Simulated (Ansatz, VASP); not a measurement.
ZnO in VASP and in Ansatz

```
CELL_PARAMETERS angstrom
3.08263 0.00000 0.00000
-1.54131 2.66963 0.00000
0.00000 0.00000 5.57313
ATOMIC_POSITIONS crystal
Zn 0.66667 0.33333 0.51454
Zn 0.33333 0.66667 0.01454
O 0.66667 0.33333 0.86577
O 0.33333 0.66667 0.36577
```

Alike in both runs: task single point; functional PBE; k mesh 12 × 12 × 6; occupations gaussian, width 0.02 eV; no spin polarisation.

|  | VASP | Ansatz |
| --- | --- | --- |
| version | VASP 6.6.1 | Ansatz 0.2.0 |
| potentials or method | VASP PAW PBE potentials, release 64 (Zn, O), cutoff 520 eV | scalar-relativistic, plane waves, PAW |
| valence electrons in the cell | 36 | 36 |

|  | VASP | Ansatz | Ansatz less VASP |
| --- | --- | --- | --- |
| gap on the k mesh at the Fermi level (eV) | 0.60 | 0.61 | +0.017 |
| least direct gap on the mesh (eV) | 0.60 | 0.61 | +0.017 |
| pressure (GPa) | 10.1 | 9.1 | -1.02 |
| traceless stress, the component that is largest in VASP (GPa) | -9.04 | -9.09 | -0.052 |
| rms of the force components (eV/Å) | 0.014 | 0.000 | -0.0139 |

Atom by atom the forces differ by 0.014 eV/Å (rms over components). The functional is the same, so the differences come from potentials, cutoffs and numerics.
